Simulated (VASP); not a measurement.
# SiO2 (P4_12_12) in VASP: notebook

Runs on SiO2. Level: PBE. Tasks: relaxation of the atoms, single point.

All numbers are computed with VASP 6.6.1; they aren't measurements. Logs are shortened: lines on timing, memory, paths and dates and some standing lists are left out, and cuts for length are marked.

## Step 1: The cell of the first run

It takes space group P4_12_12 (No. 92, tetragonal). Conventional cell: a = 4.982 Å, b = 4.982 Å, c = 6.963 Å, α = 90.00°, β = 90.00°, γ = 90.00°. Within 2.1 Å of Si (site symmetry 2) lie 4 O at 1.60 to 1.61 Å. O (site symmetry 1) has 2 Si at 1.60 to 1.61 Å within 2.1 Å.

## Step 2: Relaxation of the atoms, PBE

Contents of INCAR:

```
PREC = Accurate
ENCUT = 520
EDIFF = 1E-6
ISMEAR = 0
SIGMA = 0.02
LREAL = False
LASPH = True
NELM = 100
ALGO = Normal
ISIF = 2
LWAVE = False
LCHARG = False
GGA = PE
IBRION = 2
NSW = 60
EDIFFG = -0.01
LUSENCCL = False
```

Contents of KPOINTS:

```
Automatic mesh
0
Gamma
  6 6 4
```

Contents of POSCAR:

```
SiO2
1.0
    4.9820000000      0.0000000000      0.0000000000
    0.0000000000      4.9820000000      0.0000000000
    0.0000000000      0.0000000000      6.9630000000
Si O
4 8
Direct
    0.2989700000      0.2989700000      0.0000000000
    0.2010300000      0.7989700000      0.2500000000
    0.7010300000      0.7010300000      0.5000000000
    0.7989700000      0.2010300000      0.7500000000
    0.2398900000      0.1034700000      0.1781300000
    0.3965300000      0.7398900000      0.4281300000
    0.7601100000      0.8965300000      0.6781300000
    0.6034700000      0.2601100000      0.9281300000
    0.7398900000      0.3965300000      0.5718700000
    0.8965300000      0.7601100000      0.3218700000
    0.2601100000      0.6034700000      0.0718700000
    0.1034700000      0.2398900000      0.8218700000
```

Potentials or basis: VASP PAW PBE potentials, release 64 (Si, O).

On the command line:

```console
$ cat potpaw_PBE.64/Si/POTCAR potpaw_PBE.64/O/POTCAR > POTCAR
$ mpirun -np 1 vasp_std > vasp.out
```

OUTCAR:

```text
PREC = Accurate
   ENCUT = 520
   EDIFF = 1E-6
   ISMEAR = 0
   LREAL = False
   LASPH = True
   NELM = 100
   ISIF = 2
   GGA = PE
   IBRION = 2
   NSW = 60
   EDIFFG = -0.01

 ion  position               nearest neighbor table
   1  0.299  0.299  0.000-   5 1.60  12 1.60  11 1.61   8 1.61   2 3.08   4 3.08   2 3.08   4 3.08

   2  0.201  0.799  0.250-   6 1.60  11 1.60  10 1.61   5 1.61   1 3.08   3 3.08   1 3.08   3 3.08

   3  0.701  0.701  0.500-   7 1.60  10 1.60   9 1.61   6 1.61   2 3.08   4 3.08   4 3.08   2 3.08

   4  0.799  0.201  0.750-   8 1.60   9 1.60   7 1.61  12 1.61   1 3.08   3 3.08   3 3.08   1 3.08

   5  0.240  0.103  0.178-   1 1.60   2 1.61
   6  0.397  0.740  0.428-   2 1.60   3 1.61
   7  0.760  0.897  0.678-   3 1.60   4 1.61
   8  0.603  0.260  0.928-   4 1.60   1 1.61
   9  0.740  0.397  0.572-   4 1.60   3 1.61
  10  0.897  0.760  0.322-   3 1.60   2 1.61
  11  0.260  0.603  0.072-   2 1.60   1 1.61
  12  0.103  0.240  0.822-   1 1.60   4 1.61

  LATTYP: Found a simple tetragonal cell.
 ALAT       =     4.9820000000
 C/A-ratio  =     1.3976314733

  Lattice vectors:

 A1 = (   4.9820000000,   0.0000000000,   0.0000000000)
 A2 = (   0.0000000000,   4.9820000000,   0.0000000000)
 A3 = (   0.0000000000,   0.0000000000,   6.9630000000)

Analysis of symmetry for initial positions (statically):
=====================================================================
 Subroutine PRICEL returns:
 Original cell was already a primitive cell.

 Routine SETGRP: Setting up the symmetry group for a
 simple tetragonal supercell.

 Subroutine GETGRP returns: Found  8 space group operations
 (whereof  2 operations were pure point group operations)
 out of a pool of 16 trial point group operations.

The static configuration has the point symmetry C_2 .
 The point group associated with its full space group is D_4 .

Analysis of symmetry for dynamics (positions and initial velocities):
=====================================================================
 Subroutine PRICEL returns:
 Original cell was already a primitive cell.

 Routine SETGRP: Setting up the symmetry group for a
 simple tetragonal supercell.

 Subroutine GETGRP returns: Found  8 space group operations
 (whereof  2 operations were pure point group operations)
 out of a pool of 16 trial point group operations.

The dynamic configuration has the point symmetry C_2 .
 The point group associated with its full space group is D_4 .

 Subroutine INISYM returns: Found  8 space group operations
 (whereof  2 operations are pure point group operations),
 and found     1 'primitive' translations

----------------------------------------------------------------------------------------

                                     Primitive cell

  volume of cell :     172.8239

  direct lattice vectors                    reciprocal lattice vectors
     4.982000000  0.000000000  0.000000000     0.200722601  0.000000000  0.000000000
     0.000000000  4.982000000  0.000000000     0.000000000  0.200722601  0.000000000
     0.000000000  0.000000000  6.963000000     0.000000000  0.000000000  0.143616257

  length of vectors
     4.982000000  4.982000000  6.963000000     0.200722601  0.200722601  0.143616257

  position of ions in fractional coordinates (direct lattice)
     0.298970000  0.298970000  0.000000000
     0.201030000  0.798970000  0.250000000
     0.701030000  0.701030000  0.500000000
     0.798970000  0.201030000  0.750000000
     0.239890000  0.103470000  0.178130000
     0.396530000  0.739890000  0.428130000
     0.760110000  0.896530000  0.678130000
     0.603470000  0.260110000  0.928130000
     0.739890000  0.396530000  0.571870000
     0.896530000  0.760110000  0.321870000
     0.260110000  0.603470000  0.071870000
     0.103470000  0.239890000  0.821870000

  ion indices of the primitive-cell ions
   primitive index   ion index
                 1           1
                 2           2
[... 24 lines left out ...]
     0.000000000  0.000000000  0.035904064     0.000000000  0.000000000  0.250000000

  Length of vectors
     0.033453767  0.033453767  0.035904064

  Shift w.r.t. Gamma in fractional coordinates (k-lattice)
     0.000000000  0.000000000  0.000000000

 Subroutine IBZKPT returns following result:
 ===========================================

 Found     30 irreducible k-points:

 Following reciprocal coordinates:
            Coordinates               Weight
  0.000000  0.000000  0.000000      1.000000
  0.166667  0.000000  0.000000      4.000000
  0.333333  0.000000  0.000000      4.000000
  0.500000  0.000000  0.000000      2.000000
  0.166667  0.166667  0.000000      4.000000
  0.333333  0.166667  0.000000      8.000000
[... 16 lines left out ...]
  0.333333  0.000000  0.500000      4.000000
  0.500000  0.000000  0.500000      2.000000
 [... further k-points ...]
   k-points           NKPTS =     30   k-points in BZ     NKDIM =     30   number of bands    NBANDS=     39
   number of dos      NEDOS =    301   number of ions     NIONS =     12
   total plane-waves  NPLWV =  86400
   dimension x,y,z NGX =    40 NGY =   40 NGZ =   54
   dimension x,y,z NGXF=    80 NGYF=   80 NGZF=  108
   ions per type =               4   8
   NGX,Y,Z   is equivalent  to a cutoff of  13.35, 13.35, 12.89 a.u.
   NGXF,Y,Z  is equivalent  to a cutoff of  26.70, 26.70, 25.79 a.u.
 SYSTEM =  unknown system
   PREC   = accura    normal or accurate (medium, high low for compatibility)
   ISTART =      0    job   : 0-new  1-cont  2-samecut
   ICHARG =      2    charge: 1-file 2-atom 10-const
   ISPIN  =      1    spin polarized calculation?
   LNONCOLLINEAR =      F non collinear calculations
   LSORBIT =      F    spin-orbit coupling
   LASPH  =      T    aspherical Exc in radial PAW
   ENCUT  =  520.0 eV  38.22 Ry    6.18 a.u.   9.26  9.26 12.95*2*pi/ulx,y,z
   NELM   =    100;   NELMIN=  2; NELMDL= -5     # of ELM steps
   EDIFF  = 0.1E-05   stopping-criterion for ELM
   LREAL  =      F    real-space projection
   EDIFFG = -.1E-01   stopping-criterion for IOM
   NSW    =     60    number of steps for IOM
   IBRION =      2    ionic relax: 0-MD 1-quasi-New 2-CG
   NFREE  =      1    steps in history (QN), initial steepest desc. (CG)
   ISIF   =      2    stress and relaxation
   ISYM   =      2    0-nonsym 1-usesym 2-fastsym
   POTIM  = 0.5000    time-step for ionic-motion
   TEBEG  =    0.0;   TEEND  =   0.0 temperature during run
   PSTRESS=    0.0 pullay stress
   NELECT =      64.0000    total number of electrons
   NUPDOWN=      -1.0000    fix difference up-down
   EMIN   =  10.00;   EMAX   =-10.00  energy-range for DOS
   EFERMI =   0.00;   METHOD = LEGACY
   ISMEAR =     0;   SIGMA  =   0.02  broadening in eV -4-tet -1-fermi 0-gaus
   EFERMI_NEDOS =   21; number of points for ismear=-14 and -15
   IALGO  =     38    algorithm
   IMIX   =      4    mixing-type and parameters
     AMIX     =   0.40;   BMIX     =  1.00
     AMIX_MAG =   1.60;   BMIX_MAG =  1.00
  volume/ion in A,a.u.               =      14.40        97.19
  Fermi-wavevector in a.u.,A,eV,Ry     =   1.175620  2.221599 18.804365  1.382082
  Thomas-Fermi vector in A             =   2.311997
   LORBIT       =      0    0 simple, 1 ext, 2 COOP (PROOUT), +10 PAW based schemes
   GGA     = PE    functional components
   LHFCALC =     F    Hartree Fock is set to
   AEXX    =    0.0000 exact exchange contribution
   IVDW    =     0    specifies the selected vdW correction
   LEPSILON=     F    determine dielectric tensor
   LRPA    =     F    only Hartree local field effects (RPA)
 conjugate gradient relaxation of ions
 non-spin polarized calculation
 Gauss-broadening in eV      SIGMA  =   0.02
  energy-cutoff  :      520.00
  volume of cell :      172.82
 maximum number of plane-waves:      4690
 NGX is ok and might be reduce to    40
   NGX = 19   NGY = 19   NGZ = 25

--------------------------------------- Ionic step        1  -------------------------------------------

 number of electron      63.9999998 magnetization

 Free energy of the ion-electron system (eV)
  ---------------------------------------------------
  ext. energy  EPLUGINS =         0.00000000
  ---------------------------------------------------
  free energy    TOTEN  =       -94.80216150 eV

  energy without entropy =      -94.80216150  energy(sigma->0) =      -94.80216150

------------------------ aborting loop because EDIFF is reached ----------------------------------------

  FORCE on cell =-STRESS in cart. coord.  units (eV):
  Direction    XX          YY          ZZ          XY          YZ          ZX
  --------------------------------------------------------------------------------------
  -------------------------------------------------------------------------------------
  Total        6.7135575      6.7135575      7.3775859      0.0000000      0.0000000      0.0000000
  in kB       62.2385479     62.2385479     68.3944743      0.0000000      0.0000000      0.0000000
  external PRESSURE =      64.2905233 kB  Pullay stress =       0.0000000 kB
[... 119 lines left out ...]
  FREE ENERGIE OF THE ION-ELECTRON SYSTEM (eV)
  ---------------------------------------------------
  free  energy   TOTEN  =       -94.8296304821 eV

  energy  without entropy=      -94.8296304821  energy(sigma->0) =      -94.82963048

[... ionic steps 4 to 16 ...]

--------------------------------------- Ionic step       17  -------------------------------------------

 number of electron      63.9999999 magnetization

------------------------ aborting loop because EDIFF is reached ----------------------------------------
[... 87 lines left out ...]
--------------------------------------- Ionic step       19  -------------------------------------------

 number of electron      63.9999999 magnetization

 Free energy of the ion-electron system (eV)
  ---------------------------------------------------
  ext. energy  EPLUGINS =         0.00000000
  ---------------------------------------------------
  free energy    TOTEN  =       -94.90112162 eV

  energy without entropy =      -94.90112162  energy(sigma->0) =      -94.90112162

 E-fermi :   0.2134     XC(G=0):  -8.4372

 val. band max:        0.0863868674   @ k =   0.0000   0.0000   0.0000
 cond. band min:       5.6970052834   @ k =   0.0000   0.0000   0.0000
 fundamental gap:      5.6106184160
 Fermi energy:         0.2134065998

 k-point     1 :       0.0000    0.0000    0.0000
  band No.  band energies     occupation
      1     -19.2602      2.00000
      2     -18.3787      2.00000
      3     -18.3787      2.00000
      4     -17.2572      2.00000
      5     -17.1863      2.00000
      6     -17.1858      2.00000
[... 997 lines left out ...]
     38       9.4596      0.00000
     39      10.1131      0.00000

 [... further k-points ...]

------------------------ aborting loop because EDIFF is reached ----------------------------------------

  FORCE on cell =-STRESS in cart. coord.  units (eV):
  Direction    XX          YY          ZZ          XY          YZ          ZX
  --------------------------------------------------------------------------------------
  -------------------------------------------------------------------------------------
  Total        1.4259900      1.4259900      0.8735279      0.0000000      0.0000000      0.0000000
  in kB       13.2197490     13.2197490      8.0981073      0.0000000      0.0000000      0.0000000
  external PRESSURE =      11.5125351 kB  Pullay stress =       0.0000000 kB
[... 27 lines left out ...]
  FREE ENERGIE OF THE ION-ELECTRON SYSTEM (eV)
  ---------------------------------------------------
  free  energy   TOTEN  =       -94.9011216192 eV

  energy  without entropy=      -94.9011216192  energy(sigma->0) =      -94.90112162

 reached required accuracy - stopping structural energy minimisation
```

Run time: 4.9 min. Hardware: 1 × NVIDIA H100 80GB with 1 thread of AMD EPYC 7R13 (Zen 3), shared host; peak memory 1.4 GiB.

Results:

* Free energy: -94.9011 eV
* Energy gained by relaxing: 8.2 meV/atom
* Ionic steps: 19
* Pressure after relaxing: 1.2 GPa
* Largest force after relaxing: 0.010 eV/Å
* Band gap on the k mesh: 5.61 eV

Forces in eV/Å, atoms in the order of the input:
```
Si   0.007  0.007  0.000
Si  -0.007  0.007  0.000
Si  -0.007 -0.007  0.000
Si   0.007 -0.007  0.000
O   -0.002  0.000 -0.002
O    0.000 -0.002 -0.002
O    0.002  0.000 -0.002
O    0.000  0.002 -0.002
O   -0.002  0.000  0.002
O    0.000  0.002  0.002
O    0.002  0.000  0.002
O    0.000 -0.002  0.002
```

Stress tensor (GPa, compression positive):
```
1.32 0.00 0.00
0.00 1.32 0.00
0.00 0.00 0.81
```

Step by step:
```
step  energy change (eV)  largest force (eV/Å)  pressure (GPa)
   1              0.0000                0.4054            6.43
   2             -0.0259                0.5928            5.05
   3             -0.0275                0.4868            5.29
   4             -0.0491                0.3877            4.55
   5             -0.0779                0.1652            2.34
   6             -0.0815                0.1792            2.30
   7             -0.0890                0.2207            2.19
   8             -0.0890                0.3152            1.96
   9             -0.0915                0.2606            2.07
  10             -0.0937                0.1889            2.02
  11             -0.0966                0.0631            1.87
  12             -0.0969                0.0601            1.83
  13             -0.0975                0.0494            1.70
  14             -0.0985                0.0291            1.47
  15             -0.0988                0.0302            0.98
  16             -0.0989                0.0198            1.15
  17             -0.0989                0.0306            1.14
  18             -0.0989                0.0131            1.15
  19             -0.0990                0.0096            1.15
```

Final structure:
```
CELL_PARAMETERS angstrom
4.98200 0.00000 0.00000
0.00000 4.98200 0.00000
0.00000 0.00000 6.96300
ATOMIC_POSITIONS crystal
Si 0.30415 0.30415 0.00000
Si 0.19585 0.80415 0.25000
Si 0.69585 0.69585 0.50000
Si 0.80415 0.19585 0.75000
O 0.23736 0.11413 0.18372
O 0.38587 0.73736 0.43372
O 0.76264 0.88587 0.68372
O 0.61413 0.26264 0.93372
O 0.73736 0.38587 0.56628
O 0.88587 0.76264 0.31628
O 0.26264 0.61413 0.06628
O 0.11413 0.23736 0.81628
```

## Step 3: Single point, PBE (15.75 Å³/atom)

This run uses another cell than the first one, of 15.75 Å³/atom.

Contents of INCAR:

```
SYSTEM = SiO2
PREC = Accurate ; ENCUT = 520
EDIFF = 1E-7 ; ISMEAR = 0
SIGMA = 0.02 ; LREAL = .FALSE.
LASPH = .TRUE. ; NELM = 60
ALGO = Normal ; ISIF = 2
LWAVE = .FALSE. ; LCHARG = .FALSE.
GGA = PE ; NBANDS = 44
```

Contents of KPOINTS:

```
Automatic mesh
0
G
  6 6 4
  0 0 0
```

Contents of POSCAR:

```
SiO2
1.0
    5.1290913201      0.0000000000      0.0000000000
    0.0000000000      5.1290913201      0.0000000000
    0.0000000000      0.0000000000      7.1850226765
Si O
4 8
Direct
    0.2883800807      0.2883800807      0.0000000000
    0.2116199193      0.7883800807      0.2500000000
    0.7116199193      0.7116199193      0.5000000000
    0.7883800807      0.2116199193      0.7500000000
    0.2433112712      0.0822202338      0.1685883185
    0.4177797662      0.7433112712      0.4185883185
    0.7566887288      0.9177797662      0.6685883185
    0.5822202338      0.2566887288      0.9185883185
    0.7433112712      0.4177797662      0.5814116815
    0.9177797662      0.7566887288      0.3314116815
    0.2566887288      0.5822202338      0.0814116815
    0.0822202338      0.2433112712      0.8314116815
```

Potentials or basis: VASP PAW PBE potentials, release 64 (Si, O).

On the command line:

```console
$ cat potpaw_PBE.64/Si/POTCAR potpaw_PBE.64/O/POTCAR > POTCAR
$ mpirun -np 1 vasp_std > vasp.out
```

Wall time 8.1 min (1 thread of Intel Xeon 8259CL, shared host); peak memory 0.35 GiB.

Results (log left out):

| Quantity | Value |
| --- | --- |
| Free energy | -94.9533 eV |
| Pressure | -0.4 GPa |
| Largest force | 0.012 eV/Å |
| Band gap on the k mesh | 5.47 eV |

Forces on the atoms (eV/Å):
```
Si   0.008  0.008  0.000
Si  -0.008  0.008  0.000
Si  -0.008 -0.008  0.000
Si   0.008 -0.008  0.000
O   -0.006  0.001 -0.011
O   -0.001 -0.006 -0.011
O    0.006 -0.001 -0.011
O    0.001  0.006 -0.011
O   -0.006 -0.001  0.011
O   -0.001  0.006  0.011
O    0.006  0.001  0.011
O    0.001 -0.006  0.011
```

Levels at points of the mesh, in eV from the valence-band top:
```tsv
k point	band 30	band 31	band 32	band 33	band 34	band 35
(0.00, 0.00, 0.00)	-0.20	-0.20	0.00	5.47	8.60	8.60
(0.50, 0.00, 0.00)	-0.64	-0.41	-0.41	7.40	7.40	9.07
(0.50, 0.50, 0.00)	-0.60	-0.57	-0.57	8.43	8.43	8.51
(0.00, 0.00, 0.50)	-0.47	-0.40	-0.40	6.62	6.62	9.17
(0.50, 0.00, 0.50)	-0.93	-0.13	-0.13	7.62	7.62	8.57
(0.50, 0.50, 0.50)	-0.67	-0.67	-0.67	8.96	8.96	8.96
```

A k mesh can miss the band edges.
